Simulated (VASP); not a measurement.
# ScIn3Rh (P-62m) in VASP: single point with PBE

Aim: the single point of ScIn3Rh with PBE.

Everything below comes from runs of VASP 6.6.1. Logs are shortened: lines on timing, memory, paths and dates and some standing lists are left out, and cuts for length are marked.

**1. The cell of the first run**

The structure is hexagonal, space group P-62m (No. 189). The conventional cell has a = 5.773 Å, b = 5.773 Å, c = 4.499 Å, α = 90.00°, β = 90.00°, γ = 120.00°. Within 3.0 Å of Sc (site symmetry -62m) lie 2 Rh at 2.25 Å. In (site symmetry m2m) has 2 Rh at 2.44 to 3.34 Å and 4 In at 2.99 Å and 2 Sc at 3.32 Å within 3.4 Å. Rh (site symmetry -62m) has 2 Sc at 2.25 Å and 3 In at 2.44 Å within 3.0 Å.

The cell was generated, and may not be a known phase.

**2. Single point, PBE**

The input, INCAR:

```
SYSTEM = ScIn3Rh
PREC = Accurate ; ENCUT = 620
EDIFF = 1E-6 ; ISMEAR = 0
SIGMA = 0.1 ; LREAL = .False.
LASPH = .True. ; NELM = 120
ALGO = Normal ; ISIF = 2
LWAVE = .False. ; LCHARG = .False.
GGA = PE ; NBANDS = 42
GGA_COMPAT = .False.
```

The input, KPOINTS:

```
Automatic mesh
0
Gamma
  3 3 4
  0 0 0
```

The input, POSCAR:

```
ScIn3Rh
1.0
    5.7725182200      0.0000000000      0.0000000000
   -2.8862591100      4.9991474200      0.0000000000
    0.0000000000      0.0000000000      4.4991741500
Sc In Rh
1 3 1
Direct
    0.0000000000      0.0000000000      0.0000000000
    0.4220876900      0.0000000000      0.5000000000
    0.0000000000      0.4220876900      0.5000000000
    0.5779123100      0.5779123100      0.5000000000
    0.0000000000      0.0000000000      0.5000000000
```

Potentials or basis: VASP PAW PBE potentials, release 64 (Sc_sv, In_d, Rh_sv_GW).

On the command line:

```sh
$ cat potpaw_PBE.64/Sc_sv/POTCAR potpaw_PBE.64/In_d/POTCAR potpaw_PBE.64/Rh_sv_GW/POTCAR > POTCAR
$ mpirun -np 1 vasp_std > vasp.out
```

OUTCAR:

```text
SYSTEM = ScIn3Rh
   PREC = Accurate
   ENCUT = 620
   EDIFF = 1E-6
   ISMEAR = 0
   LREAL = .False.
   LASPH = .True.
   NELM = 120
   ISIF = 2
   GGA = PE

 ion  position               nearest neighbor table
   1  0.000  0.000  0.000-   5 2.25   5 2.25   3 3.32   3 3.32   4 3.32   4 3.32   2 3.32   2 3.32

   2  0.422  0.000  0.500-   5 2.44   4 2.99   3 2.99   3 2.99   4 2.99   1 3.32   1 3.32   5 3.34

   3  0.000  0.422  0.500-   5 2.44   2 2.99   2 2.99   4 2.99   4 2.99   1 3.32   1 3.32   5 3.34

   4  0.578  0.578  0.500-   5 2.44   2 2.99   2 2.99   3 2.99   3 2.99   1 3.32   1 3.32   5 3.34

   5  0.000  0.000  0.500-   1 2.25   1 2.25   4 2.44   3 2.44   2 2.44   4 3.34   3 3.34   2 3.34

  LATTYP: Found a hexagonal cell.
 ALAT       =     5.7725182200
 C/A-ratio  =     0.7794127240

  Lattice vectors:

 A1 = (   5.7725182200,   0.0000000000,   0.0000000000)
 A2 = (  -2.8862591100,   4.9991474200,   0.0000000000)
 A3 = (   0.0000000000,   0.0000000000,   4.4991741500)

Analysis of symmetry for initial positions (statically):
=====================================================================
 Subroutine PRICEL returns:
 Original cell was already a primitive cell.

 Routine SETGRP: Setting up the symmetry group for a
 hexagonal supercell.

 Subroutine GETGRP returns: Found 12 space group operations
 (whereof 12 operations were pure point group operations)
 out of a pool of 24 trial point group operations.

The static configuration has the point symmetry D_3h.

Analysis of symmetry for dynamics (positions and initial velocities):
=====================================================================
 Subroutine PRICEL returns:
 Original cell was already a primitive cell.

 Routine SETGRP: Setting up the symmetry group for a
 hexagonal supercell.

 Subroutine GETGRP returns: Found 12 space group operations
 (whereof 12 operations were pure point group operations)
 out of a pool of 24 trial point group operations.

The dynamic configuration has the point symmetry D_3h.

 Subroutine INISYM returns: Found 12 space group operations
 (whereof 12 operations are pure point group operations),
 and found     1 'primitive' translations

----------------------------------------------------------------------------------------

                                     Primitive cell

  volume of cell :     129.8357

  direct lattice vectors                    reciprocal lattice vectors
     5.772518220  0.000000000  0.000000000     0.173234620  0.100017055  0.000000000
    -2.886259110  4.999147420  0.000000000     0.000000000  0.200034109  0.000000000
     0.000000000  0.000000000  4.499174150     0.000000000  0.000000000  0.222263012

  length of vectors
     5.772518220  5.772518218  4.499174150     0.200034109  0.200034109  0.222263012

  position of ions in fractional coordinates (direct lattice)
     0.000000000  0.000000000  0.000000000
     0.422087690  0.000000000  0.500000000
     0.000000000  0.422087690  0.500000000
     0.577912310  0.577912310  0.500000000
     0.000000000  0.000000000  0.500000000

  ion indices of the primitive-cell ions
   primitive index   ion index
                 1           1
                 2           2
                 3           3
                 4           4
                 5           5

----------------------------------------------------------------------------------------

 KPOINTS: Automatic mesh

Automatic generation of k-mesh.
 Grid dimensions read from file:
 generate k-points for:    3    3    4

 Generating k-lattice:

  Cartesian coordinates                     Fractional coordinates (reciprocal lattice)
     0.057744873  0.033339018  0.000000000     0.333333333 -0.000000000  0.000000000
     0.000000000  0.066678036  0.000000000     0.000000000  0.333333333  0.000000000
     0.000000000  0.000000000  0.055565753     0.000000000  0.000000000  0.250000000

  Length of vectors
     0.066678036  0.066678036  0.055565753

  Shift w.r.t. Gamma in fractional coordinates (k-lattice)
     0.000000000  0.000000000  0.000000000

 Subroutine IBZKPT returns following result:
 ===========================================

 Found      9 irreducible k-points:

 Following reciprocal coordinates:
            Coordinates               Weight
  0.000000  0.000000  0.000000      1.000000
  0.333333  0.000000  0.000000      6.000000
  0.333333  0.333333  0.000000      2.000000
  0.000000  0.000000  0.250000      2.000000
  0.333333  0.000000  0.250000     12.000000
  0.333333  0.333333  0.250000      4.000000
  0.000000  0.000000  0.500000      1.000000
  0.333333  0.000000  0.500000      6.000000
  0.333333  0.333333  0.500000      2.000000
   k-points           NKPTS =      9   k-points in BZ     NKDIM =      9   number of bands    NBANDS=     42
   number of dos      NEDOS =    301   number of ions     NIONS =      5
   total plane-waves  NPLWV =  92160
   dimension x,y,z NGX =    48 NGY =   48 NGZ =   40
   dimension x,y,z NGXF=    96 NGYF=   96 NGZF=   80
   ions per type =               1   3   1
   NGX,Y,Z   is equivalent  to a cutoff of  13.82, 13.82, 14.78 a.u.
   NGXF,Y,Z  is equivalent  to a cutoff of  27.65, 27.65, 29.56 a.u.
 SYSTEM =  ScIn3Rh
   PREC   = accura    normal or accurate (medium, high low for compatibility)
   ISTART =      0    job   : 0-new  1-cont  2-samecut
   ICHARG =      2    charge: 1-file 2-atom 10-const
   ISPIN  =      1    spin polarized calculation?
   LNONCOLLINEAR =      F non collinear calculations
   LSORBIT =      F    spin-orbit coupling
   LASPH  =      T    aspherical Exc in radial PAW
   ENCUT  =  620.0 eV  45.57 Ry    6.75 a.u.  11.72 11.72  9.13*2*pi/ulx,y,z
   NELM   =    120;   NELMIN=  2; NELMDL= -5     # of ELM steps
   EDIFF  = 0.1E-05   stopping-criterion for ELM
   LREAL  =      F    real-space projection
[... 7 lines left out ...]
   TEBEG  =    0.0;   TEEND  =   0.0 temperature during run
   PSTRESS=    0.0 pullay stress
   NELECT =      67.0000    total number of electrons
   NUPDOWN=      -1.0000    fix difference up-down
   EMIN   =  10.00;   EMAX   =-10.00  energy-range for DOS
   EFERMI =   0.00;   METHOD = LEGACY
   ISMEAR =     0;   SIGMA  =   0.10  broadening in eV -4-tet -1-fermi 0-gaus
   EFERMI_NEDOS =   21; number of points for ismear=-14 and -15
   IALGO  =     38    algorithm
   IMIX   =      4    mixing-type and parameters
     AMIX     =   0.40;   BMIX     =  1.00
     AMIX_MAG =   1.60;   BMIX_MAG =  1.00
  volume/ion in A,a.u.               =      25.97       175.23
  Fermi-wavevector in a.u.,A,eV,Ry     =   1.313112  2.481422 23.460021  1.724263
  Thomas-Fermi vector in A             =   2.443457
   LORBIT       =      0    0 simple, 1 ext, 2 COOP (PROOUT), +10 PAW based schemes
   GGA     = PE    functional components
   LHFCALC =     F    Hartree Fock is set to
   AEXX    =    0.0000 exact exchange contribution
   IVDW    =     0    specifies the selected vdW correction
   LEPSILON=     F    determine dielectric tensor
   LRPA    =     F    only Hartree local field effects (RPA)
 non-spin polarized calculation
 Gauss-broadening in eV      SIGMA  =   0.10
  energy-cutoff  :      620.00
  volume of cell :      129.84
 maximum number of plane-waves:      4566
 NGX is ok and might be reduce to    48
   NGX = 23   NGY = 23   NGZ = 19

 number of electron      67.0000010 magnetization

 Free energy of the ion-electron system (eV)
  ---------------------------------------------------
  ext. energy  EPLUGINS =         0.00000000
  ---------------------------------------------------
  free energy    TOTEN  =       -18.59105953 eV

  energy without entropy =      -18.57332137  energy(sigma->0) =      -18.58219045

 E-fermi :   6.5062     XC(G=0):  -9.8414

 val. band max:        6.4839443798   @ k =   0.3333   0.3333   0.5000
 cond. band min:       6.6045169482   @ k =   0.3333   0.0000   0.2500
 fundamental gap:      0.1205725684
 Fermi energy:         6.5061963818

 k-point     1 :       0.0000    0.0000    0.0000
  band No.  band energies     occupation
      1     -72.6265      2.00000
      2     -43.9945      2.00000
      3     -40.9898      2.00000
      4     -40.5274      2.00000
      5     -40.5274      2.00000
      6     -22.6442      2.00000
[... 34 lines left out ...]
     41       9.3619      0.00000
     42      10.9677      0.00000

 k-point     2 :       0.3333    0.0000    0.0000
  band No.  band energies     occupation
      1     -72.6265      2.00000
      2     -43.9945      2.00000
      3     -40.9898      2.00000
      4     -40.5277      2.00000
      5     -40.5275      2.00000
      6     -22.6442      2.00000
[... 34 lines left out ...]
     41       9.9120      0.00000
     42       9.9254      0.00000

 k-point     3 :       0.3333    0.3333    0.0000
  band No.  band energies     occupation
      1     -72.6265      2.00000
      2     -43.9945      2.00000
      3     -40.9898      2.00000
      4     -40.5278      2.00000
      5     -40.5278      2.00000
      6     -22.6442      2.00000
[... 34 lines left out ...]
     41       9.7813      0.00000
     42       9.7911      0.00000

 k-point     4 :       0.0000    0.0000    0.2500
  band No.  band energies     occupation
      1     -72.6260      2.00000
      2     -44.0583      2.00000
      3     -40.8926      2.00000
      4     -40.5272      2.00000
      5     -40.5272      2.00000
      6     -22.7793      2.00000
[... 34 lines left out ...]
     41       8.9464      0.00000
     42      10.2695      0.00000

 k-point     5 :       0.3333    0.0000    0.2500
  band No.  band energies     occupation
      1     -72.6260      2.00000
      2     -44.0583      2.00000
      3     -40.8927      2.00000
      4     -40.5276      2.00000
      5     -40.5273      2.00000
      6     -22.7793      2.00000
[... 34 lines left out ...]
     41       8.9651      0.00000
     42       9.6779      0.00000

 k-point     6 :       0.3333    0.3333    0.2500
  band No.  band energies     occupation
      1     -72.6260      2.00000
      2     -44.0583      2.00000
      3     -40.8927      2.00000
      4     -40.5275      2.00000
      5     -40.5275      2.00000
      6     -22.7792      2.00000
[... 34 lines left out ...]
     41       9.2599      0.00000
     42       9.2599      0.00000

 k-point     7 :       0.0000    0.0000    0.5000
  band No.  band energies     occupation
      1     -72.6255      2.00000
      2     -44.1188      2.00000
      3     -40.7986      2.00000
      4     -40.5270      2.00000
      5     -40.5270      2.00000
      6     -22.9126      2.00000
[... 34 lines left out ...]
     41       8.6898      0.00000
     42       9.6975      0.00000

 k-point     8 :       0.3333    0.0000    0.5000
  band No.  band energies     occupation
      1     -72.6255      2.00000
      2     -44.1188      2.00000
      3     -40.7986      2.00000
      4     -40.5273      2.00000
      5     -40.5271      2.00000
      6     -22.9125      2.00000
[... 34 lines left out ...]
     41       8.5832      0.00000
     42       9.5969      0.00000

 k-point     9 :       0.3333    0.3333    0.5000
  band No.  band energies     occupation
      1     -72.6255      2.00000
      2     -44.1188      2.00000
      3     -40.7986      2.00000
      4     -40.5274      2.00000
      5     -40.5274      2.00000
      6     -22.9125      2.00000
[... 34 lines left out ...]
     41       9.1321      0.00000
     42       9.1321      0.00000

------------------------ aborting loop because EDIFF is reached ----------------------------------------

  FORCE on cell =-STRESS in cart. coord.  units (eV):
  Direction    XX          YY          ZZ          XY          YZ          ZX
  --------------------------------------------------------------------------------------
  -------------------------------------------------------------------------------------
  Total        9.5152638      9.5152638     10.7825715      0.0000000      0.0000000      0.0000000
  in kB      117.4187236    117.4187235    133.0573499      0.0000000      0.0000000      0.0000000
  external PRESSURE =     122.6315990 kB  Pullay stress =       0.0000000 kB

 VOLUME and BASIS-vectors are now :
 -----------------------------------------------------------------------------
  energy-cutoff  :      620.00
  volume of cell :      129.84
      direct lattice vectors                 reciprocal lattice vectors
     5.772518220  0.000000000  0.000000000     0.173234620  0.100017055  0.000000000
    -2.886259110  4.999147420  0.000000000     0.000000000  0.200034109  0.000000000
     0.000000000  0.000000000  4.499174150     0.000000000  0.000000000  0.222263012

 POSITION                                       TOTAL-FORCE (eV/Angst)
 -----------------------------------------------------------------------------------
      0.00000      0.00000      0.00000        -0.000000     -0.000000     -0.000000
      2.43651      0.00000      2.24959         2.482917     -0.000000      0.000000
     -1.21825      2.11008      2.24959        -1.241459      2.150269      0.000000
      1.66800      2.88907      2.24959        -1.241459     -2.150269     -0.000000
      0.00000      0.00000      2.24959        -0.000000     -0.000000     -0.000000
 -----------------------------------------------------------------------------------
    total drift:                                0.000002      0.000003     -0.000001

  FREE ENERGIE OF THE ION-ELECTRON SYSTEM (eV)
  ---------------------------------------------------
  free  energy   TOTEN  =       -18.5910595315 eV

  energy  without entropy=      -18.5733213682  energy(sigma->0) =      -18.58219045
```

It took 2.2 min on 1 thread of Intel Xeon Platinum 8375C at 2.90GHz (Ice Lake), shared host; peak memory 0.32 GiB.

Results:

```yaml
Free_energy: -18.5911 eV
Pressure: 12.3 GPa
Largest_force: 2.483 eV/Å
Band_gap_on_the_k_mesh: zero (an odd number of electrons rules out a gap without spin polarisation)
```

Forces on the atoms (eV/Å):
```
Sc   0.000  0.000  0.000
In   2.483  0.000  0.000
In  -1.241  2.150  0.000
In  -1.241 -2.150  0.000
Rh   0.000  0.000  0.000
```

Stress tensor (GPa, compression positive):
```
11.74  0.00  0.00
 0.00 11.74  0.00
 0.00  0.00 13.31
```

Caveat: the k points lie up to 0.42 Å⁻¹ apart, too coarse for converged energies and pressures of a metal; spin-orbit coupling is left out, which moves the levels of the heavy elements; forces of over 1 eV/Å act on the atoms, so gaps and moduli don't describe the material at rest.

The gap in the log of VASP goes by the Fermi energy; the results here count the filled bands.